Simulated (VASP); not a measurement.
Set up this calculation in VASP 6.6.1, as the native input.

```yaml
Task: single point
Functional: PBE
Potentials_or_basis: VASP PAW PBE potentials, release 64 (Ti_sv, O)
Cutoff: 520 eV
k_mesh: 2 × 2 × 1
Occupations: fermi-dirac, width 0.24 eV
Spin: no spin polarisation
Dipole_correction: no
Further_INCAR_settings: LREAL = Auto; ALGO = Normal; EDIFF = 1e-06; NBANDS = 168
```

The structure of TiO2 lies in POSCAR:

```
TiO2
1.0
   -2.6888770000      4.6572710000      6.2335590000
    5.3777530000      0.0000000000      6.2335590000
    5.3777530000      9.3145420000      0.0000000000
Ti O
12 24
Direct
    0.9530173067      0.4244782780      0.0191356843
    0.5549573389      0.1087405582      0.9670269649
   -0.0316993609      0.0047805494      0.2557863301
    0.9344152429      0.4082687680      0.5211394170
    0.5431378568      0.1172232628      0.4646240052
   -0.0146478290      0.0132521576      0.7727292345
    0.4361945657      0.8862121044      0.2569555969
    0.0624673016      0.6006370341      0.1907096288
    0.5513388513      0.5170716667      0.4802560938
    0.4496875449      0.8848951550      0.7949057762
    0.0935225306      0.6215424908      0.7006399488
    0.4834761615      0.4944403065      0.0422909139
    0.0158974617      0.1762880939      0.0860977612
    1.0400229120      0.5678867909      0.0506231495
    0.2948394339      0.5694020051      0.1680225238
    0.4373927189      0.3446324452      0.9615441720
    0.5532948158      0.8827868833      0.0849484709
    0.1710595482      0.9401676015      0.3050100935
    0.0044879326      0.2209531035      0.6502411478
    1.0233456786      0.5845158978      0.5505586693
    0.3487537252      0.5185036474      0.6714832989
    0.4482820263      0.3409942122      0.4965814872
    0.5694073419      0.9303618910      0.6275687736
    0.2005772550      0.9068639355      0.8236966849
    0.6031963214      0.6693030646      0.3186040994
    0.4603934461      0.0459785959      0.3415329444
    0.7826777691      0.0871142711      0.4032251423
    0.9404274251      0.8241664450      0.2326120410
    0.0169873902      0.3956019508      0.3609179196
    0.6838413990      0.4926293779      0.5848774190
    0.5592124363      0.6420274975      0.8511525460
    0.4726607153      0.0727419992      0.8557362195
    0.7912661043      0.1184389294      0.9109905049
    0.9367126397      0.8299506741      0.7442207451
    0.0222245686      0.4327161804      0.8455052499
    0.6711335663      0.4499434942      0.1076863580
```

The input as run:

INCAR

```
PREC = Accurate
ENCUT = 520
EDIFF = 1E-6
ISMEAR = -1
SIGMA = 0.24
LREAL = Auto
LASPH = True
NELM = 80
ALGO = Normal
ISIF = 2
LWAVE = False
LCHARG = False
GGA = PE
NBANDS = 168
```

KPOINTS

```
Automatic mesh
0
Gamma
  2 2 1
```

Potentials or basis: VASP PAW PBE potentials, release 64 (Ti_sv, O).

The run is started by

```bash
$ cat potpaw_PBE.64/Ti_sv/POTCAR potpaw_PBE.64/O/POTCAR > POTCAR
$ mpirun -np 1 vasp_std > vasp.out
```

It gave:

| Property | Result |
| --- | --- |
| Pressure | -1.7 GPa |
| Largest force | 7.450 eV/Å |
| Band gap on the k mesh | 1.93 eV (least direct gap 1.94 eV) |

Caveat: the k points lie up to 0.64 Å⁻¹ apart; forces of over 1 eV/Å act on the atoms, so gaps and moduli don't describe the material at rest.

It took 14 min on 1 thread of Intel(R) Xeon(R) Platinum 8488C (Sapphire Rapids), with other jobs on the host, peak memory 0.79 GiB.
